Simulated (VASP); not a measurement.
Wanted: the native input for a VASP 6.6.1 run.

- Task: single point
- Functional: LDA
- Potentials or basis: VASP PAW LDA potentials, release 64 (Ga_d, Sb)
- Cutoff: 520 eV
- k mesh: 16 × 16 × 16
- Occupations: gaussian, width 0.15 eV
- Spin: no spin polarisation
- Dipole correction: no
- Further INCAR settings: ALGO = Normal; EDIFF = 1e-06; NBANDS = 16

The structure of GaSb lies in POSCAR:

```
GaSb
1.0
   -2.6903114696      2.6903114696      1.7233000000
    2.6903114696     -2.6903114696      1.7233000000
    2.6903114696      2.6903114696     -1.7233000000
Ga Sb
1 1
Direct
    0.2500000000      0.7500000000      0.5000000000
    0.0000000000      0.0000000000      0.0000000000
```

These files were run (other wordings do the same):

INCAR

```
SYSTEM = GaSb
ALGO = Normal ; EDIFF = 1E-6
ENCUT = 520 ; GGA = CA
ISIF = 2 ; ISMEAR = 0
LASPH = .TRUE. ; LCHARG = .FALSE.
LREAL = .FALSE. ; LWAVE = .FALSE.
NBANDS = 16 ; NELM = 100
PREC = Accurate ; SIGMA = 0.15
```

KPOINTS

```
k-points
0
G
  16 16 16
  0 0 0
```

Potentials or basis: VASP PAW LDA potentials, release 64 (Ga_d, Sb).

Command:

```console
$ cat potpaw_LDA.64/Ga_d/POTCAR potpaw_LDA.64/Sb/POTCAR > POTCAR
$ mpirun -np 1 vasp_std > vasp.out
```

Results of the run:

The pressure is -4.6 GPa and the band gap on the k mesh is zero (bands 9 and 10 overlap by 4.68 eV).

Caveat: the cell stands under tension; spin-orbit coupling is left out, which moves the levels of the heavy elements.

Wall time 4.5 min on 1 thread of AMD EPYC 7R13, on a shared host, peak memory 0.36 GiB.
